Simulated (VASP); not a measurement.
# ZnSe (F-43m) in VASP: notebook

The runs below take ZnSe through elastic constants, with LDA.

Everything below comes from runs of VASP 6.6.1. Logs are shortened: lines on timing, memory, paths and dates and some standing lists are left out, and cuts for length are marked.

**1. The cell of the first run**

Symmetry: F-43m, No. 216, cubic system. Conventional cell: a = 5.298 Å, b = 5.298 Å, c = 5.298 Å, α = 90.00°, β = 90.00°, γ = 90.00°. Within 3.0 Å of Zn (site symmetry -43m) lie 4 Se at 2.29 Å. Se (site symmetry -43m) has 4 Zn at 2.29 Å within 3.0 Å.

**2. Elastic constants, LDA**

Input file INCAR:

```
SYSTEM = ZnSe
ALGO = Normal
EDIFF = 1E-8
ENCUT = 600
GGA = CA
IBRION = 6
ISIF = 3
ISMEAR = 0
LASPH = .True.
LCHARG = .False.
LREAL = .False.
LWAVE = .False.
NELM = 60
NFREE = 2
NSW = 1
POTIM = 0.015
PREC = Accurate
SIGMA = 0.01
```

Input file KPOINTS:

```
k-points
0
Gamma
  8 8 8
  0 0 0
```

Input file POSCAR:

```
ZnSe
1.0
    0.0000000000      2.6489593631      2.6489593631
    2.6489593631      0.0000000000      2.6489593631
    2.6489593631      2.6489593631      0.0000000000
Zn Se
1 1
Direct
    0.0000000000      0.0000000000      0.0000000000
    0.7500000000      0.7500000000      0.7500000000
```

Potentials or basis: VASP PAW LDA potentials, release 64 (Zn, Se).

Run with:

```bash
$ cat potpaw_LDA.64/Zn/POTCAR potpaw_LDA.64/Se/POTCAR > POTCAR
$ mpirun -np 1 vasp_std > vasp.out
```

OUTCAR:

```text
SYSTEM = ZnSe
   EDIFF = 1E-8
   ENCUT = 600
   GGA = CA
   IBRION = 6
   ISIF = 3
   ISMEAR = 0
   LASPH = .True.
   LREAL = .False.
   NELM = 60
   NFREE = 2
   NSW = 1
   POTIM = 0.015
   PREC = Accurate

 ion  position               nearest neighbor table
   1  0.000  0.000  0.000-   2 2.29   2 2.29   2 2.29   2 2.29
   2  0.750  0.750  0.750-   1 2.29   1 2.29   1 2.29   1 2.29

  LATTYP: Found a face centered cubic cell.
 ALAT       =     5.2979187262

  Lattice vectors:

 A1 = (   0.0000000000,   2.6489593631,   2.6489593631)
 A2 = (   2.6489593631,   0.0000000000,   2.6489593631)
 A3 = (   2.6489593631,   2.6489593631,   0.0000000000)

Analysis of symmetry for initial positions (statically):
=====================================================================
 Subroutine PRICEL returns:
 Original cell was already a primitive cell.

 Routine SETGRP: Setting up the symmetry group for a
 face centered cubic supercell.

 Subroutine GETGRP returns: Found 24 space group operations
 (whereof 24 operations were pure point group operations)
 out of a pool of 48 trial point group operations.

The static configuration has the point symmetry T_d .

Analysis of symmetry for dynamics (positions and initial velocities):
=====================================================================
 Subroutine PRICEL returns:
 Original cell was already a primitive cell.

 Routine SETGRP: Setting up the symmetry group for a
 face centered cubic supercell.

 Subroutine GETGRP returns: Found 24 space group operations
 (whereof 24 operations were pure point group operations)
 out of a pool of 48 trial point group operations.

The dynamic configuration has the point symmetry T_d .

 Subroutine INISYM returns: Found 24 space group operations
 (whereof 24 operations are pure point group operations),
 and found     1 'primitive' translations

----------------------------------------------------------------------------------------

                                     Primitive cell

  volume of cell :      37.1754

  direct lattice vectors                    reciprocal lattice vectors
     0.000000000  2.648959363  2.648959363    -0.188753367  0.188753367  0.188753367
     2.648959363  0.000000000  2.648959363     0.188753367 -0.188753367  0.188753367
     2.648959363  2.648959363  0.000000000     0.188753367  0.188753367 -0.188753367

  length of vectors
     3.746194257  3.746194257  3.746194257     0.326930423  0.326930423  0.326930423

  position of ions in fractional coordinates (direct lattice)
     0.000000000  0.000000000  0.000000000
     0.750000000  0.750000000  0.750000000

  ion indices of the primitive-cell ions
   primitive index   ion index
                 1           1
                 2           2

----------------------------------------------------------------------------------------

 KPOINTS: k-points

Automatic generation of k-mesh.
 Grid dimensions read from file:
 generate k-points for:    8    8    8

 Generating k-lattice:

  Cartesian coordinates                     Fractional coordinates (reciprocal lattice)
    -0.023594171  0.023594171  0.023594171     0.125000000  0.000000000  0.000000000
     0.023594171 -0.023594171  0.023594171     0.000000000  0.125000000  0.000000000
     0.023594171  0.023594171 -0.023594171     0.000000000  0.000000000  0.125000000

[... 107 lines left out ...]

------------------------ aborting loop because EDIFF is reached ----------------------------------------

  FORCE on cell =-STRESS in cart. coord.  units (eV):
  Direction    XX          YY          ZZ          XY          YZ          ZX
  --------------------------------------------------------------------------------------
  -------------------------------------------------------------------------------------
  Total        3.6215504      3.6215504      3.6215504     -0.0000000      0.0000000      0.0000000
  in kB      156.0807112    156.0807112    156.0807112     -0.0000000      0.0000000      0.0000000
  external PRESSURE =     156.0807112 kB  Pullay stress =       0.0000000 kB
[... 89 lines left out ...]
  FREE ENERGIE OF THE ION-ELECTRON SYSTEM (eV)
  ---------------------------------------------------
  free  energy   TOTEN  =        -7.0512656757 eV

  energy  without entropy=       -7.0512656757  energy(sigma->0) =       -7.05126568

[... ionic steps 4 to 14 ...]

--------------------------------------- Ionic step       15  -------------------------------------------

 number of electron      17.9999996 magnetization

------------------------ aborting loop because EDIFF is reached ----------------------------------------
[... 67 lines left out ...]
--------------------------------------- Ionic step       17  -------------------------------------------

 number of electron      17.9999988 magnetization

 Free energy of the ion-electron system (eV)
  ---------------------------------------------------
  ext. energy  EPLUGINS =         0.00000000
  ---------------------------------------------------
  free energy    TOTEN  =        -7.10855165 eV

  energy without entropy =       -7.10855165  energy(sigma->0) =       -7.10855165

 E-fermi :   3.6140     XC(G=0): -10.6275

 val. band max:        3.5359643528   @ k =   0.0000   0.0000   0.0000
 cond. band min:       5.4742836654   @ k =   0.0000   0.0000   0.0000
 fundamental gap:      1.9383193126
 Fermi energy:         3.6139900263

 k-point     1 :       0.0000    0.0000    0.0000
  band No.  band energies     occupation
      1     -11.2951      2.00000
      2      -4.1329      2.00000
      3      -4.1196      2.00000
      4      -4.1060      2.00000
      5      -3.5538      2.00000
      6      -3.5536      2.00000
      7       3.5012      2.00000
      8       3.5196      2.00000
      9       3.5360      2.00000
     10       5.4743      0.00000
     11       9.0803      0.00000
     12       9.0927      0.00000
     13       9.1069      0.00000
[... 354 lines left out ...]
  band No.  band energies     occupation
      1      -9.9050      2.00000
      2      -4.0008      2.00000
      3      -3.9281      2.00000
      4      -3.6408      2.00000
      5      -3.5455      2.00000
      6      -3.2287      2.00000
      7      -2.6795      2.00000
      8       0.3082      2.00000
      9       1.4402      2.00000
     10       8.1618      0.00000
     11       8.6755      0.00000
     12      11.3503      0.00000
     13      12.6842      0.00000

 [... further k-points ...]
[... 5 lines left out ...]
  --------------------------------------------------------------------------------------
  -------------------------------------------------------------------------------------
  Total        3.6212473      3.6253935      3.6253935      0.0000000     -0.2018021      0.0000000
  in kB      156.0676475    156.2463406    156.2463406      0.0000000     -8.6972191      0.0000000
  external PRESSURE =     156.1867762 kB  Pullay stress =       0.0000000 kB
[... 17 lines left out ...]
  FREE ENERGIE OF THE ION-ELECTRON SYSTEM (eV)
  ---------------------------------------------------
  free  energy   TOTEN  =        -7.1085516490 eV

  energy  without entropy=       -7.1085516490  energy(sigma->0) =       -7.10855165

 INTERNAL STRAIN TENSORS FROM STRAINED CELLS
 ============================================

 INTERNAL STRAIN TENSOR FOR ION    1 for displacements in x,y,z  (eV/Angst):
          X           Y           Z          XY          YZ          ZX
  --------------------------------------------------------------------------------
  x     0.00000     0.00000     0.00000     0.00000   -13.45319     0.00000
  y    -0.00000    -0.00000     0.00000     0.00000     0.00000   -13.45407
  z    -0.00000     0.00000     0.00000   -13.45400     0.00000     0.00000

 INTERNAL STRAIN TENSORS FROM DISPLACED ATOMS
 ============================================

 INTERNAL STRAIN TENSOR FOR ION    1 for displacements in x,y,z  (eV/Angst):
          X           Y           Z          XY          YZ          ZX
  --------------------------------------------------------------------------------
  x     0.00000     0.00000     0.00000     0.00000   -13.45249     0.00000
  y    -0.00000     0.00000    -0.00000     0.00000     0.00000   -13.45249
  z     0.00000     0.00000     0.00000   -13.45249     0.00000     0.00000

 INTERNAL STRAIN TENSOR FOR ION    2 for displacements in x,y,z  (eV/Angst):
          X           Y           Z          XY          YZ          ZX
  --------------------------------------------------------------------------------
  x     0.00000     0.00000     0.00000     0.00000    13.45478     0.00000
  y     0.00000     0.00000     0.00000     0.00000     0.00000    13.45478
  z     0.00000     0.00000     0.00000    13.45478     0.00000     0.00000

 Eigenvectors and eigenvalues of the dynamical matrix
 ----------------------------------------------------

   1 f  =    8.376720 THz    52.632482 2PiTHz  279.417292 cm-1    34.643313 meV
             X         Y         Z           dx          dy          dz
      0.000000  0.000000  0.000000     0.000000    0.739023    0.000000
      3.973439  3.973439  3.973439     0.000000   -0.673680    0.000000
[... 21 lines left out ...]
   6 f/i=    0.007143 THz     0.044880 2PiTHz    0.238261 cm-1     0.029541 meV
             X         Y         Z           dx          dy          dz
      0.000000  0.000000  0.000000     0.000000    0.000000   -0.673680
      3.973439  3.973439  3.973439     0.000000    0.000000   -0.739023

--------------------------------------------------------------------------------------------------------

 ELASTIC MODULI CONTR FROM IONIC RELAXATION (kBar)
 Direction    XX          YY          ZZ          XY          YZ          ZX
 --------------------------------------------------------------------------------
 XX          -0.0000     -0.0000     -0.0000      0.0000      0.0000     -0.0000
 YY          -0.0000     -0.0000     -0.0000      0.0000      0.0000      0.0000
 ZZ          -0.0000     -0.0000     -0.0000      0.0000      0.0000     -0.0000
 XY           0.0000      0.0000      0.0000   -759.4784      0.0000      0.0000
 YZ           0.0000      0.0000      0.0000      0.0000   -759.4784      0.0000
 ZX          -0.0000      0.0000     -0.0000      0.0000      0.0000   -759.4784
 --------------------------------------------------------------------------------

 TOTAL ELASTIC MODULI (kBar)
 Direction    XX          YY          ZZ          XY          YZ          ZX
 --------------------------------------------------------------------------------
 XX        1404.8111   1116.5840   1116.5840      0.0000      0.0000     -0.0000
 YY        1116.5840   1404.8111   1116.5840     -0.0000      0.0000      0.0000
 ZZ        1116.5840   1116.5840   1404.8111      0.0000      0.0000     -0.0000
 XY           0.0000     -0.0000      0.0000    388.8105      0.0000     -0.0000
 YZ           0.0000      0.0000      0.0000      0.0000    388.8105     -0.0000
 ZX          -0.0000      0.0000     -0.0000     -0.0000     -0.0000    388.8105
 --------------------------------------------------------------------------------
```

It took 6.2 min on 1 thread of Intel Xeon 6975P-C (Granite Rapids), shared host; peak memory 0.28 GiB.

Results:

```yaml
Elastic_constants_C11_C12_C44: 140, 112, 39 GPa
Voigt_bulk_modulus: 121 GPa
Highest_phonon_frequency_at_Γ_LO-TO_splitting_left_out: 279 cm⁻¹
```

Phonon frequencies in cm⁻¹ (negative: imaginary):
| q point | frequencies |
| --- | --- |
| (0.000, 0.000, 0.000) | 0 0 0 279 279 279 |

Elastic tensor in Voigt notation (GPa, in the Cartesian axes of the cell as first typed):
```
140 112 112   0   0   0
112 140 112   0   0   0
112 112 140   0   0   0
  0   0   0  39   0   0
  0   0   0   0  39   0
  0   0   0   0   0  39
```

Clamped-ion elastic tensor (GPa):
```
140 112 112   0   0   0
112 140 112   0   0   0
112 112 140   0   0   0
  0   0   0 115   0   0
  0   0   0   0 115   0
  0   0   0   0   0 115
```

Caveat: the cell is under stress, which shifts elastic constants.

**3. Elastic constants, LDA**

This run uses another cell than the first one, of 19.35 Å³/atom.

Input file INCAR:

```
PREC     = Accurate       # precision mode
ENCUT    = 600            # plane-wave cutoff, eV
EDIFF    = 1E-8           # SCF threshold, eV
ISMEAR   = 0              # smearing method
SIGMA    = 0.01           # smearing width, eV
LREAL    = F              # projectors in reciprocal space
LASPH    = T              # aspherical terms in the spheres
NELM     = 100            # most SCF steps
ALGO     = Normal         # electronic algorithm
ISIF     = 3              # what is computed and relaxed
LWAVE    = F              # write WAVECAR
LCHARG   = T              # write CHGCAR
GGA      = CA             # functional
NBANDS   = 16             # bands
IBRION   = 6              # ionic algorithm
NFREE    = 2            
POTIM    = 0.015          # step
NSW      = 1              # ionic steps
```

Input file KPOINTS:

```
Automatic mesh
0
Gamma
  8 8 8
```

Input file POSCAR:

```
ZnSe
1.0
    0.0000000000      2.6845291556      2.6845291556
    2.6845291556      0.0000000000      2.6845291556
    2.6845291556      2.6845291556      0.0000000000
Zn Se
1 1
Direct
    0.0000000000      0.0000000000      0.0000000000
    0.7500000000      0.7500000000      0.7500000000
```

Potentials or basis: VASP PAW LDA potentials, release 64 (Zn, Se).

Run with:

```bash
$ cat potpaw_LDA.64/Zn/POTCAR potpaw_LDA.64/Se/POTCAR > POTCAR
$ mpirun -np 1 vasp_std > vasp.out
```

Wall time 7.7 min (1 thread of Intel Xeon 6975P-C (Granite Rapids), shared host); peak memory 0.31 GiB.

It converged, with:

```
Elastic constants C11, C12, C44                         : 128, 96, 42 GPa
Voigt bulk modulus                                      : 106 GPa
Highest phonon frequency at Γ, LO-TO splitting left out : 263 cm⁻¹
```

Phonon frequencies in cm⁻¹ (negative: imaginary):
```tsv
q point	frequencies
(0.000, 0.000, 0.000)	0 0 0 263 263 263
```

Elastic tensor in Voigt notation (GPa, in the Cartesian axes of the cell as first typed):
```
128  96  96   0   0   0
 96 128  96   0   0   0
 96  96 128   0   0   0
  0   0   0  42   0   0
  0   0   0   0  42   0
  0   0   0   0   0  42
```

Clamped-ion elastic tensor (GPa):
```
128  96  96   0   0   0
 96 128  96   0   0   0
 96  96 128   0   0   0
  0   0   0 100   0   0
  0   0   0   0 100   0
  0   0   0   0   0 100
```

Caveat: the cell is under stress, which shifts elastic constants.
